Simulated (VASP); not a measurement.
# BaTiO3 (R3m) in VASP: notebook, part 3 of 3

VASP 6.6.1.

## 5. Single point, PBE

This run uses another cell than the first one, of 12.84 Å³/atom.

Input file INCAR:

```
PREC = Accurate
ENCUT = 1340
EDIFF = 1E-6
ISMEAR = -1
SIGMA = 0.05
LREAL = False
LASPH = True
NELM = 120
ALGO = Normal
ISIF = 2
LWAVE = False
LCHARG = False
GGA = PE
NBANDS = 28
GGA_COMPAT = False
```

Input file KPOINTS:

```
Automatic mesh
0
Gamma
  2 2 2
```

Input file POSCAR:

```
BaTiO3
1.0
    2.8273666084      1.6323808724      2.3183934932
   -2.8273666084      1.6323808724      2.3183934932
    0.0000000000     -3.2647617449      2.3183934932
Ba Ti O
1 1 3
Direct
    0.0000000000      0.0000000000      0.0000000000
    0.4845000000      0.4845000000      0.4845000000
    0.5086000000      0.0175000000      0.5086000000
    0.0175000000      0.5086000000      0.5086000000
    0.5086000000      0.5086000000      0.0175000000
```

Potentials or basis: VASP PAW PBE potentials, release 64 (Ba_sv, Ti_sv, O_h).

Command:

```sh
$ cat potpaw_PBE.64/Ba_sv/POTCAR potpaw_PBE.64/Ti_sv/POTCAR potpaw_PBE.64/O_h/POTCAR > POTCAR
$ mpirun -np 1 vasp_std > vasp.out
```

Wall time 32 s (1 thread of Intel Xeon Platinum 8259CL at 2.50GHz (Skylake/Cascade Lake), shared host); peak memory 0.34 GiB.

It converged, with:

| Item | Value |
| --- | --- |
| Free energy | -39.5665 eV |
| Pressure | 8.3 GPa |
| Largest force | 2.000 eV/Å |
| Band gap on the k mesh | 2.27 eV (least direct gap 2.67 eV) |

Forces in eV/Å, atoms in the order of the input:
```
Ba   0.000  0.000 -0.243
Ti   0.000  0.000 -2.000
O    0.011 -0.007  0.747
O   -0.011 -0.007  0.747
O    0.000  0.013  0.747
```

Stress tensor (GPa, compression positive):
```
8.29 0.00 0.00
0.00 8.29 0.00
0.00 0.00 8.18
```

Levels at points of the mesh, in eV from the valence-band top:
```csv
k point,band 17,band 18,band 19,band 20,band 21,band 22,band 23,band 24
"(0.00, 0.00, 0.00)",-1.07,-0.55,-0.40,-0.40,2.27,2.27,2.42,4.38
"(0.50, 0.00, 0.00)",-1.70,-1.65,-0.97,-0.83,2.44,3.68,3.78,4.34
"(0.50, 0.50, 0.00)",-1.62,-0.90,-0.86,-0.10,3.75,3.75,4.08,4.95
"(0.50, 0.50, 0.50)",-2.38,-0.02,-0.02,0.00,4.22,4.37,4.37,6.56
```

Caveat: the k points lie up to 0.78 Å⁻¹ apart; spin-orbit coupling is left out, which moves the levels of the heavy elements; forces of over 1 eV/Å act on the atoms, so gaps and moduli don't describe the material at rest.

## 6. Relaxation of cell and atoms, PBE+U

This run uses another cell than the first one, of 12.84 Å³/atom.

Input file INCAR:

```
PREC     = Accurate       # precision mode
ENCUT    = 600            # plane-wave cutoff, eV
EDIFF    = 1E-6           # SCF threshold, eV
ISMEAR   = -1             # smearing method
SIGMA    = 0.05           # smearing width, eV
LREAL    = False          # projectors in reciprocal space
LASPH    = True           # aspherical terms in the spheres
NELM     = 150            # most SCF steps
ALGO     = Normal         # electronic algorithm
ISIF     = 3              # what is computed and relaxed
LWAVE    = False          # write WAVECAR
LCHARG   = False          # write CHGCAR
LMAXMIX  = 4              # l up to which the mixer works
LDAU     = True           # DFT+U
LDAUTYPE = 2            
LDAUL    = -1 2 -1        # shell
LDAUU    = 0 6 0          # U, eV
LDAUJ    = 0 0 0        
LDAUPRINT= 1            
GGA      = PE             # functional
IBRION   = 2              # ionic algorithm
NSW      = 60             # ionic steps
EDIFFG   = -0.01          # ionic threshold
```

Input file KPOINTS:

```
regular mesh
0
Gamma
  7 7 7
```

POSCAR is that of step 5.

Potentials or basis: VASP PAW PBE potentials, release 64 (Ba_sv, Ti_sv, O).

Command:

```sh
$ cat potpaw_PBE.64/Ba_sv/POTCAR potpaw_PBE.64/Ti_sv/POTCAR potpaw_PBE.64/O/POTCAR > POTCAR
$ mpirun -np 1 vasp_std > vasp.out
```

Run time: 7.5 min. Hardware: 1 thread of Oxide Virtual Turin-like, shared host; peak memory 0.21 GiB.

Results (log left out):

| Item | Value |
| --- | --- |
| Free energy | -36.1243 eV |
| Relaxed volume | 13.46 Å³/atom |
| Relaxed cell | a = 4.068 Å, b = 4.068 Å, c = 4.068 Å, α = 90.01°, β = 90.01°, γ = 90.01° |
| Space group after relaxing (to 0.1 Å) | Pm-3m (No. 221) |
| Energy gained by relaxing | 49.7 meV/atom |
| Ionic steps | 13 |
| Pressure after relaxing | 0.0 GPa |
| Largest force after relaxing | 0.006 eV/Å |
| Band gap on the k mesh | 2.42 eV (least direct gap 2.61 eV) |

Forces in eV/Å, atoms in the order of the input:
```
Ba   0.000  0.000 -0.001
Ti   0.000  0.000  0.006
O    0.000  0.000 -0.002
O    0.000  0.000 -0.002
O    0.000  0.000 -0.002
```

Stress tensor (GPa, compression positive):
```
-0.05  0.00  0.00
 0.00 -0.05  0.00
 0.00  0.00  0.03
```

Step by step:
| step | energy change (eV) | largest force (eV/Å) | pressure (GPa) | volume (Å³) |
| --- | --- | --- | --- | --- |
| 1 | 0.0000 | 1.8040 | 12.05 | 64.20 |
| 2 | 0.0058 | 0.3161 | -11.38 | 73.60 |
| 3 | -0.2132 | 0.4805 | -1.32 | 68.46 |
| 4 | -0.2133 | 0.4978 | -1.08 | 68.36 |
| 5 | -0.2290 | 0.3508 | -0.28 | 67.77 |
| 6 | -0.2385 | 0.1629 | 1.49 | 66.78 |
| 7 | -0.2446 | 0.1854 | -0.14 | 67.39 |
| 8 | -0.2446 | 0.1862 | -0.18 | 67.41 |
| 9 | -0.2465 | 0.1318 | -0.11 | 67.35 |
| 10 | -0.2483 | 0.0065 | 0.18 | 67.22 |
| 11 | -0.2483 | 0.0047 | 0.17 | 67.23 |
| 12 | -0.2483 | 0.0078 | -0.26 | 67.42 |
| 13 | -0.2484 | 0.0056 | -0.02 | 67.31 |

Final structure:
```
CELL_PARAMETERS angstrom
2.87669 1.66086 2.34796
-2.87669 1.66086 2.34796
0.00000 -3.32172 2.34796
ATOMIC_POSITIONS crystal
Ba 0.00381 0.00381 0.00381
Ti 0.50368 0.50368 0.50368
O 0.50390 0.00391 0.50390
O 0.00391 0.50390 0.50390
O 0.50390 0.50390 0.00391
```

Levels at points of the mesh, in eV from the valence-band top:
```
           k point  band 18  band 19  band 20  band 21  band 22  band 23
(0.00, 0.00, 0.00)    -0.19    -0.19    -0.19     2.42     2.42     2.42
```

Eigenvalues of the final occupation matrices:
```tsv
site	spin	trace	eigenvalues
site 2 d	1	0.72	0.09 0.09 0.09 0.22 0.22
site 2 d	2	0.72	0.09 0.09 0.09 0.22 0.22
```

Caveat: spin-orbit coupling is left out, which moves the levels of the heavy elements. PBE usually gives volumes a little too large and moduli too small.

## 7. Overview

| task | level | potentials or basis | U | cell | k mesh | cutoff (eV) | gap on the mesh (eV) | pressure (GPa) | largest force (eV/Å) |
| --- | --- | --- | --- | --- | --- | --- | --- | --- | --- |
| single point | PBE+U | VASP PAW PBE potentials, release 64 (Ba_sv, Ti_sv, O) | Ti d U = 5.0 eV | a = 4.048 Å, angles 89.9°, 5 atoms, atomic positions A | 7 × 7 × 7 | 520 | 2.67 | 3.8 | 0.63 |
| single point | PBE+U | VASP PAW PBE potentials, release 64 (Ba_sv, Ti_sv, O) | Ti d U = 3.0 eV | a = 4.054 Å, angles 89.8°, 5 atoms, atomic positions B | 7 × 7 × 7 | 520 | 2.67 | 3.0 | 0.52 |
| single point | PBE+U | VASP PAW PBE potentials, release 64 (Ba_sv, Ti_sv, O) | Ti d U = 4.0 eV | a = 4.051 Å, angles 89.8°, 5 atoms, atomic positions C | 7 × 7 × 7 | 520 | 2.67 | 3.5 | 0.60 |
| single point | PBE | VASP PAW PBE potentials, release 64 (Ba_sv, Ti_sv, O_h) | - | a = 4.004 Å, angles 89.8°, 5 atoms, atomic positions D | 2 × 2 × 2 | 1340 | 2.27 | 8.3 | 2.00 |
| relaxation of cell and atoms | PBE+U | VASP PAW PBE potentials, release 64 (Ba_sv, Ti_sv, O) | Ti d U = 6.0 eV | relaxed from a = 4.004 Å, angles 89.8°, 5 atoms, atomic positions D | 7 × 7 × 7 | 600 | 2.42 | 0.0 | 0.01 |

Alike in all rows: no spin polarisation; smearing fermi-dirac 0.05 eV.

Caveats: some runs use coarse meshes; spin-orbit coupling is left out, which moves the levels of the heavy elements; the cell stands under pressure (at least some runs); forces of over 1 eV/Å act on the atoms, so gaps and moduli don't describe the material at rest (at least some runs).

Absolute energies hang on the potentials; compare differences alone.
